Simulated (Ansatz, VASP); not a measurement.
# Rb3CuAu in VASP and in Ansatz

```xyz
5
Lattice="4.5293 0.0000 0.0000 -2.2647 3.9225 0.0000 0.0000 0.0000 14.2369" Properties=species:S:1:pos:R:3 pbc="T T T"
Rb    0.0000    2.6150    1.7858
Rb    0.0000    0.0000    6.1823
Rb    2.2647    1.3075   10.6025
Cu    0.0000    0.0000   -1.1815
Au    0.0000    2.6150   12.8557
```

Alike in both runs: functional PBE; k mesh 6 × 6 × 1; occupations gaussian, width 0.1 eV; no spin polarisation.

Ansatz relaxed the structure, and its values are those at the end. VASP's run is a single point on that final structure, the one shown.

|  | VASP | Ansatz |
| --- | --- | --- |
| version | VASP 6.6.1 | Ansatz 0.2.0 |
| potentials or method | VASP PAW PBE potentials, release 64 (Rb_sv, Cu, Au), cutoff 520 eV | scalar-relativistic, plane waves, PAW |
| valence electrons in the cell | 49 | 65 |

VASP gave:

```
gap on the k mesh at the Fermi level (eV) : none
pressure (GPa)                            : 0.0
rms of the force components (eV/Å)        : 0.009
```

Task: Which values does Ansatz return?

Result: gap on the k mesh at the Fermi level (eV): none; pressure (GPa): 0.0; rms of the force components (eV/Å): 0.010.

A gap of «none» marks a metal or a gap that the smearing closes. With one functional, cell and mesh, what is left measures potentials, basis and numerics. VASP's potentials hold 49 valence electrons a cell and Ansatz's 65, so a difference there can come from the potentials and not from the codes.

The k mesh is coarse, so the values compare programs but aren't converged. Spin-orbit coupling is off throughout.
